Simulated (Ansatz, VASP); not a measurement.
**One calculation of C, two programs**

```xyz
8
Lattice="-2.3381 2.3381 2.3742 2.3381 -2.3381 2.3742 2.3381 2.3381 -2.3742" Properties=species:S:1:pos:R:3 pbc="T T T"
C    -0.7610    0.7610    0.7727
C     1.5771    1.5771    1.6015
C     0.7610   -0.7610    0.7727
C     0.7610    0.7610   -0.7727
C     1.5771   -1.5771    1.6015
C     0.7610    0.7610    0.7727
C    -1.5771    1.5771    1.6015
C     1.5771    1.5771   -1.6015
```

Change from the starting cell: strain -0.030 along x and y, -0.015 along z, atoms carried along.

Alike in both runs: task single point; functional LDA; k mesh 8 × 8 × 8; occupations gaussian, width 0.05 eV; no spin polarisation.

|  | VASP | Ansatz |
| --- | --- | --- |
| version | VASP 6.6.1 | Ansatz 0.2.0 |
| potentials or method | VASP PAW LDA potentials, release 64 (C), cutoff 520 eV | scalar-relativistic, plane waves, PAW |
| valence electrons in the cell | 32 | 32 |

Ansatz gave:

| Item | Value |
| --- | --- |
| gap on the k mesh at the Fermi level (eV) | 2.98 |
| least direct gap on the mesh (eV) | 3.80 |
| pressure (GPa) | 30.0 |
| traceless stress, the component that is largest in VASP (GPa) | -7.28 |
| rms of the force components (eV/Å) | 0.334 |

Problem. Which values does VASP return?

Solution. gap on the k mesh at the Fermi level (eV): 2.97; least direct gap on the mesh (eV): 3.78; pressure (GPa): 31.3; traceless stress, the component that is largest in VASP (GPa): -7.35; rms of the force components (eV/Å): 0.369.

LDA's correlation is that of Perdew and Zunger in VASP and of Perdew and Wang (1992) in Ansatz. Atom by atom the forces differ by 0.043 eV/Å (rms over components). Both programs put the cell under a high pressure, so it lies far from rest at this level.
